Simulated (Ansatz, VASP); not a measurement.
# Pb: VASP beside Ansatz

```xyz
3
Lattice="5.6565 0.0000 0.0000 -2.8283 4.8987 0.0000 0.0000 0.0000 18.3093" Properties=species:S:1:pos:R:3 pbc="T T T"
Pb    0.0000    1.6329    8.3168
Pb    0.0000    4.8987    9.5722
Pb    2.8283    3.2658    9.5750
```

Alike in both runs: functional PBE; k mesh 8 × 8 × 1; occupations fermi-dirac, width 0.08 eV; no spin polarisation.

Ansatz relaxed the structure, and its values are those at the end. VASP's run is a single point on that final structure, the one shown.

|  | VASP | Ansatz |
| --- | --- | --- |
| version | VASP 6.6.1 | Ansatz 0.2.0 |
| potentials or method | VASP PAW PBE potentials, release 64 (Pb_d), cutoff 520 eV | all-electron LAPW, scalar-relativistic |

|  | VASP | Ansatz | Ansatz less VASP |
| --- | --- | --- | --- |
| rms of the force components (eV/Å) | 0.002 | 0.003 | +0.0007 |

Ansatz ran all-electron here, and VASP with PAW potentials.

Spin-orbit coupling is off throughout.
